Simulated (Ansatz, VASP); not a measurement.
## Two plane-wave programs on B

```
B
1.0
     2.69616    0.00000    0.00000
     0.00000    2.69616    0.00000
     0.00000    0.00000    2.69616
B
3
Direct
  0.50000 0.00000 0.00000
  0.00000 0.50000 0.00000
  0.00000 0.00000 0.50000
```

Alike in both runs: functional PBE; k mesh 18 × 18 × 18; occupations gaussian, width 0.1 eV; no spin polarisation.

Ansatz relaxed the structure, and its values are those at the end. VASP's run is a single point on that final structure, the one shown.

|  | VASP | Ansatz |
| --- | --- | --- |
| version | VASP 6.6.1 | Ansatz 0.2.0 |
| potentials or method | VASP PAW PBE potentials, release 64 (B), cutoff 500 eV | scalar-relativistic, plane waves, PAW |
| valence electrons in the cell | 9 | 9 |

```csv
,VASP,Ansatz,Ansatz less VASP
gap on the k mesh at the Fermi level (eV),none,none,-
pressure (GPa),0.1,0.0,-0.05
```

A gap of «none» marks a metal or a gap that the smearing closes.
